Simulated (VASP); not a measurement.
# MgZn7O8 (P1) in VASP: single point with r2SCAN

Aim: the single point of MgZn7O8 with r2SCAN.

All numbers are computed with VASP 6.6.1; they aren't measurements. Logs are shortened: lines on timing, memory, paths and dates and some standing lists are left out, and cuts for length are marked.

## Step 1: The cell of the first run

The typed cell holds 16 atoms: a = 5.205 Å, b = 6.469 Å, c = 6.468 Å, α = 119.86°, β = 89.98°, γ = 90.00°.

## Step 2: Single point, r2SCAN

Contents of POSCAR:

```
MgZn7O8
1.0
    0.0005710000     -0.0005760000     -5.2050390000
    3.2411200000      5.5980830000      0.0002630000
    3.2409230000     -5.5979690000     -0.0009680000
O Mg Zn
8 1 7
Direct
    0.6208102877      0.1668109726      0.3333252481
    0.6207836817      0.1668421311      0.8331621752
    0.6207652172      0.6670551244      0.3334394902
    0.6214103148      0.6668856640      0.8333363726
    0.1195830416      0.3355106233      0.6669114050
    0.1203874310      0.3340567433      0.1662079693
    0.1195639749      0.8332196656      0.6670449338
    0.1195448286      0.8332525198      0.1646648450
    0.0002629600      0.6670688713      0.8331360336
    0.0017980582      0.1664024382      0.3337791594
    0.0017101545      0.1664148904      0.8316984747
    0.0017204677      0.6685768086      0.3338719112
    0.4994642294      0.3335929543      0.6663319024
    0.5009059324      0.3338036439      0.1664429466
    0.4993937413      0.8338536830      0.6664451352
    0.4994491462      0.8338875738      0.1667025808
```

Contents of INCAR.step1:

```
SYSTEM = MgZn7O8
PREC = Accurate
ENCUT = 520
ISMEAR = 0
SIGMA = 0.02
LREAL = Auto
LASPH = .TRUE.
NELM = 60
NBANDS = 81
GGA = PE
ALGO = Normal
EDIFF = 1E-4
LWAVE = .TRUE.
LCHARG = .FALSE.
```

Contents of INCAR.step2:

```
SYSTEM = MgZn7O8
PREC = Accurate
ENCUT = 520
EDIFF = 1E-6
ISMEAR = 0
SIGMA = 0.02
LREAL = Auto
LASPH = .TRUE.
NELM = 60
ALGO = Normal
ISIF = 2
LWAVE = .FALSE.
LCHARG = .FALSE.
METAGGA = R2SCAN
LMIXTAU = .TRUE.
NBANDS = 81
ISTART = 1
```

Contents of KPOINTS:

```
regular mesh
0
G
  4 4 4
  0 0 0
```

Potentials or basis: VASP PAW PBE potentials, release 64 (O, Mg, Zn).

Run with:

```bash
> cat potpaw_PBE.64/O/POTCAR potpaw_PBE.64/Mg/POTCAR potpaw_PBE.64/Zn/POTCAR > POTCAR
> cp INCAR.step1 INCAR
> mpirun -np 1 vasp_std > vasp.out
> cp INCAR.step2 INCAR
> mpirun -np 1 vasp_std > vasp.out
```

OUTCAR:

```text
SYSTEM = MgZn7O8
   PREC = Accurate
   ENCUT = 520
   EDIFF = 1E-6
   ISMEAR = 0
   LREAL = Auto
   LASPH = .TRUE.
   NELM = 60
   ISIF = 2
   METAGGA = R2SCAN
   ISTART = 1

 ion  position               nearest neighbor table
   1  0.621  0.167  0.333-  14 1.97  16 1.97  13 1.97  10 1.98
   2  0.621  0.167  0.833-  14 1.97  13 1.97  15 1.97  11 1.98
   3  0.621  0.667  0.333-  14 1.97  16 1.97  15 1.97  12 1.98
   4  0.621  0.667  0.833-   9 1.97  15 1.97  13 1.97  16 1.97
   5  0.120  0.336  0.667-   9 1.96  10 1.97  11 1.97  13 1.98
   6  0.120  0.334  0.166-  10 1.98  12 1.98  11 1.98  14 1.98
   7  0.120  0.833  0.667-   9 1.96  11 1.97  12 1.97  15 1.98
   8  0.120  0.833  0.165-   9 1.96  10 1.97  12 1.97  16 1.98
   9  0.000  0.667  0.833-   7 1.96   8 1.96   5 1.96   4 1.97  15 3.20  13 3.20  16 3.20  15 3.21
                            16 3.21  13 3.21  11 3.23  12 3.23  12 3.23  11 3.23  10 3.24  10 3.24
  10  0.002  0.166  0.334-   8 1.97   5 1.97   6 1.98   1 1.98   9 3.24   9 3.24
  11  0.002  0.166  0.832-   5 1.97   7 1.97   6 1.98   2 1.98   9 3.23   9 3.23
  12  0.002  0.669  0.334-   8 1.97   7 1.97   6 1.98   3 1.98   9 3.23   9 3.23
  13  0.499  0.334  0.666-   2 1.97   1 1.97   4 1.97   5 1.98   9 3.20   9 3.21
  14  0.501  0.334  0.166-   1 1.97   2 1.97   3 1.97   6 1.98
  15  0.499  0.834  0.666-   3 1.97   2 1.97   4 1.97   7 1.98   9 3.20   9 3.21
  16  0.499  0.834  0.167-   3 1.97   1 1.97   4 1.97   8 1.98   9 3.20   9 3.21

  LATTYP: Found a triclinic cell.
 ALAT       =     6.4684495634
 B/A-ratio  =     1.0000305014
 C/A-ratio  =     0.8046810928
 COS(alpha) =     0.0000814606
 COS(beta)  =     0.0003003836
 COS(gamma) =     0.4979116022

  Lattice vectors:

 A1 = (   3.2409230000,  -5.5979690000,  -0.0009680000)
 A2 = (  -3.2411200000,  -5.5980830000,  -0.0002630000)
 A3 = (   0.0005710000,  -0.0005760000,  -5.2050390000)

Analysis of symmetry for initial positions (statically):
=====================================================================
 Subroutine PRICEL returns:
 Original cell was already a primitive cell.

 Routine SETGRP: Setting up the symmetry group for a
 triclinic supercell.

 Subroutine GETGRP returns: Found  1 space group operations
 (whereof  1 operations were pure point group operations)
 out of a pool of  2 trial point group operations.

The static configuration has the point symmetry C_1 .

Analysis of symmetry for dynamics (positions and initial velocities):
=====================================================================
 Subroutine PRICEL returns:
 Original cell was already a primitive cell.

 Routine SETGRP: Setting up the symmetry group for a
 triclinic supercell.

 Subroutine GETGRP returns: Found  1 space group operations
[... 143 lines left out ...]
   NUPDOWN=      -1.0000    fix difference up-down
   EMIN   =  10.00;   EMAX   =-10.00  energy-range for DOS
   EFERMI =   0.00;   METHOD = LEGACY
   ISMEAR =     0;   SIGMA  =   0.02  broadening in eV -4-tet -1-fermi 0-gaus
   EFERMI_NEDOS =   21; number of points for ismear=-14 and -15
   IALGO  =     38    algorithm
   IMIX   =      4    mixing-type and parameters
     AMIX     =   0.40;   BMIX     =  1.00
     AMIX_MAG =   1.60;   BMIX_MAG =  1.00
  volume/ion in A,a.u.               =      11.80        79.66
  Fermi-wavevector in a.u.,A,eV,Ry     =   1.460112  2.759212 29.006628  2.131927
  Thomas-Fermi vector in A             =   2.576600
   LORBIT       =      0    0 simple, 1 ext, 2 COOP (PROOUT), +10 PAW based schemes
   METAGGA = R2SCAN    functional components
   LHFCALC =     F    Hartree Fock is set to
   AEXX    =    0.0000 exact exchange contribution
   IVDW    =     0    specifies the selected vdW correction
   LEPSILON=     F    determine dielectric tensor
   LRPA    =     F    only Hartree local field effects (RPA)
 non-spin polarized calculation
 Gauss-broadening in eV      SIGMA  =   0.02
  energy-cutoff  :      520.00
  volume of cell :      188.87
 maximum number of plane-waves:      5100
 NGX is ok and might be reduce to    40
   NGX = 19   NGY = 25   NGZ = 25

 number of electron     134.0000061 magnetization

 Free energy of the ion-electron system (eV)
  ---------------------------------------------------
  ext. energy  EPLUGINS =         0.00000000
  ---------------------------------------------------
  free energy    TOTEN  =      -143.08127851 eV

  energy without entropy =     -143.08127851  energy(sigma->0) =     -143.08127851

 E-fermi :   1.0756     XC(G=0): -11.5189

 val. band max:        0.9339323010   @ k =   0.0000   0.0000   0.0000
 cond. band min:       2.4664935252   @ k =   0.0000   0.0000   0.0000
 fundamental gap:      1.5325612243
 Fermi energy:         1.0755747736

 k-point     1 :       0.0000    0.0000    0.0000
  band No.  band energies     occupation
      1     -18.0144      2.00000
      2     -17.3730      2.00000
      3     -17.3712      2.00000
      4     -17.3352      2.00000
      5     -17.3182      2.00000
      6     -17.1243      2.00000
[... 1957 lines left out ...]
     78      10.1319      0.00000
     79      10.4286      0.00000

 [... further k-points ...]

 [bands above 79 left out]

------------------------ aborting loop because EDIFF is reached ----------------------------------------

  FORCE on cell =-STRESS in cart. coord.  units (eV):
  Direction    XX          YY          ZZ          XY          YZ          ZX
  --------------------------------------------------------------------------------------
  -------------------------------------------------------------------------------------
  Total        0.9149097      1.1640767      0.9258281      0.0011557     -0.0223972      0.0073543
  in kB        7.7610060      9.8746421      7.8536245      0.0098034     -0.1899910      0.0623849
  external PRESSURE =       8.4964242 kB  Pullay stress =       0.0000000 kB

 VOLUME and BASIS-vectors are now :
 -----------------------------------------------------------------------------
  energy-cutoff  :      520.00
  volume of cell :      188.87
      direct lattice vectors                 reciprocal lattice vectors
     0.000571000 -0.000576000 -5.205039000    -0.000020896  0.000021124 -0.192121524
     3.241120000  5.598083000  0.000263000     0.154270779  0.089314483  0.000007040
     3.240923000 -5.597969000 -0.000968000     0.154273923 -0.089319916  0.000026808

 POSITION                                       TOTAL-FORCE (eV/Angst)
 -----------------------------------------------------------------------------------
      1.62129     -0.93248     -3.23162         0.000848     -0.001396      0.006220
      3.24132     -3.73038     -3.23197        -0.002180     -0.002084      0.006720
      3.24301      1.86729     -3.23125        -0.000195     -0.000090      0.004274
      4.86259     -0.93207     -3.23510        -0.000031     -0.001692     -0.074106
      3.24891     -1.85520     -0.62299         0.075642      0.038917      0.029638
      1.62145      0.93958     -0.62669        -0.000970      0.001205      0.008192
[... 8 lines left out ...]
      4.86280      0.93696     -2.59979         0.000917      0.012809     -0.019697
      3.24329      3.73469     -2.59959         0.001273      0.006691     -0.016439
 -----------------------------------------------------------------------------------
    total drift:                               -0.000561     -0.000043     -0.246031

  FREE ENERGIE OF THE ION-ELECTRON SYSTEM (eV)
  ---------------------------------------------------
  free  energy   TOTEN  =      -143.0812785135 eV

  energy  without entropy=     -143.0812785135  energy(sigma->0) =     -143.08127851
```

OUTCAR.step1:

```text
SYSTEM = MgZn7O8
   PREC = Accurate
   ENCUT = 520
   ISMEAR = 0
   LREAL = Auto
   LASPH = .TRUE.
   NELM = 60
[... 2244 lines left out ...]
      1.62145      0.93958     -0.62669        -0.000939      0.003845      0.002037
[... 8 lines left out ...]
      4.86280      0.93696     -2.59979         0.001066     -0.001594      0.008670
      3.24329      3.73469     -2.59959        -0.007275      0.007913      0.011723
 -----------------------------------------------------------------------------------
    total drift:                               -0.001113     -0.007907     -0.028974

  FREE ENERGIE OF THE ION-ELECTRON SYSTEM (eV)
  ---------------------------------------------------
  free  energy   TOTEN  =       -74.1447848065 eV

  energy  without entropy=      -74.1447848065  energy(sigma->0) =      -74.14478481
```

OSZICAR.step1:

```text
N       E                     dE             d eps       ncg     rms          rms(c)
DAV:   1     0.166331715398E+04    0.16633E+04   -0.61565E+04  5840   0.233E+03
DAV:   2     0.260807769313E+03   -0.14025E+04   -0.13291E+04  5832   0.609E+02
DAV:   3    -0.592282862701E+02   -0.32004E+03   -0.30993E+03  6218   0.243E+02
DAV:   4    -0.874278131784E+02   -0.28200E+02   -0.27914E+02  6742   0.772E+01
DAV:   5    -0.878932729734E+02   -0.46546E+00   -0.46418E+00  6567   0.106E+01    0.289E+01
DAV:   6    -0.732224995238E+02    0.14671E+02   -0.47558E+01  9724   0.779E+01    0.169E+01
DAV:   7    -0.743355209737E+02   -0.11130E+01   -0.14664E+01  6365   0.212E+01    0.107E+01
DAV:   8    -0.745361545595E+02   -0.20063E+00   -0.47903E+00  8442   0.131E+01    0.438E+00
DAV:   9    -0.741216039341E+02    0.41455E+00   -0.12187E+00 10023   0.119E+01    0.976E-01
DAV:  10    -0.741458972416E+02   -0.24293E-01   -0.45241E-01  6127   0.269E+00    0.416E-01
DAV:  11    -0.741457369857E+02    0.16026E-03   -0.66048E-03  6880   0.452E-01    0.336E-01
DAV:  12    -0.741452794364E+02    0.45755E-03   -0.21223E-03  8002   0.434E-01    0.230E-01
DAV:  13    -0.741448385920E+02    0.44084E-03   -0.12611E-03  7468   0.285E-01    0.113E-01
DAV:  14    -0.741447848065E+02    0.53786E-04   -0.99441E-04  6978   0.206E-01
   1 F= -.74144785E+02 E0= -.74144785E+02  d E =-.383947E-22
```

Wall time 70 min (1 thread of Oxide Virtual Turin-like, shared host); peak memory 0.5 GiB.

What came out:

```
Free energy            : -143.0813 eV
Pressure               : 0.8 GPa
Largest force          : 0.095 eV/Å
Band gap on the k mesh : 1.53 eV
```

Forces in eV/Å, atoms in the order of the input:
```
O    0.001 -0.001  0.006
O   -0.002 -0.002  0.007
O    0.000  0.000  0.004
O    0.000 -0.002 -0.074
O    0.076  0.039  0.030
O   -0.001  0.001  0.008
O    0.000 -0.091  0.027
O   -0.076  0.039  0.027
Mg   0.000  0.000  0.019
Zn   0.001 -0.005  0.005
Zn  -0.003 -0.006  0.001
Zn   0.005 -0.005  0.004
Zn  -0.003  0.006 -0.017
Zn   0.001  0.006 -0.011
Zn   0.001  0.013 -0.020
Zn   0.001  0.007 -0.016
```

Stress tensor (GPa, compression positive):
```
 0.78  0.00  0.01
 0.00  0.99 -0.02
 0.01 -0.02  0.79
```

Levels at points of the mesh, in eV from the valence-band top:
```tsv
k point	band 64	band 65	band 66	band 67	band 68	band 69	band 70	band 71
(0.00, 0.00, 0.00)	-0.73	-0.11	-0.01	0.00	1.53	6.10	6.57	6.58
(0.50, 0.00, 0.00)	-0.51	-0.50	-0.29	-0.28	4.08	4.29	6.34	6.34
(0.00, 0.50, 0.00)	-0.60	-0.51	-0.42	-0.29	3.87	4.06	6.64	6.75
(0.50, 0.50, 0.00)	-1.10	-0.86	-0.83	-0.78	5.40	5.44	5.50	5.74
(0.00, 0.00, 0.50)	-0.60	-0.51	-0.42	-0.29	3.87	4.06	6.64	6.75
(0.50, 0.00, 0.50)	-1.10	-0.86	-0.83	-0.78	5.40	5.44	5.50	5.74
(0.00, 0.50, 0.50)	-0.60	-0.52	-0.42	-0.30	3.88	4.07	6.63	6.75
(0.50, 0.50, 0.50)	-1.10	-0.87	-0.84	-0.79	5.41	5.45	5.50	5.74
```

Caveat: the PAW data sets were made with another functional, which shifts forces and pressure a little.
